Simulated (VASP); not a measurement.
Runs of VASP 6.6.1 on AlN. The cells are those of the table. 

| cell | gap on the mesh (eV) | pressure (GPa) | largest force (eV/Å) |
| --- | --- | --- | --- |
| a = 5.914, b = 3.130, c = 10.007 Å, angles 75.5, 76.8, 74.7°, 16 atoms | 1.58 | 2.1 | 2.69 |
| a = 5.914, b = 3.130, c = 11.627 Å, angles 65.3, 60.8, 74.7°, 16 atoms | 0.15 | (a) | 9.68 |
| a = 5.914, b = 3.130, c = 12.524 Å, angles 62.5, 55.9, 74.7°, 16 atoms | 3.37 | 2.2 | (b) |
| a = 5.914, b = 3.130, c = 10.858 Å, angles 68.9, 66.6, 74.7°, 16 atoms | 0.18 | 6.5 | 6.80 |
| a = 5.914, b = 3.130, c = 10.530 Å, angles 70.9, 69.8, 74.7°, 16 atoms | 0.29 | 6.7 | 6.06 |
| a = 5.914, b = 3.130, c = 11.225 Å, angles 67.0, 63.6, 74.7°, 16 atoms | 0.45 | 4.1 | 8.53 |

Alike in all rows: task single point; level PBE; potentials or basis VASP PAW PBE potentials, release 64 (Al, N); no spin polarisation; k mesh 4 × 8 × 3; cutoff (eV) 520; smearing gaussian 0.05 eV.

Question: Estimate the missing entries.

Answer: (a) 5.0; (b) 7.54.

Caveats: forces of over 1 eV/Å act on the atoms, so gaps and moduli don't describe the material at rest.

A k mesh can miss the band edges.
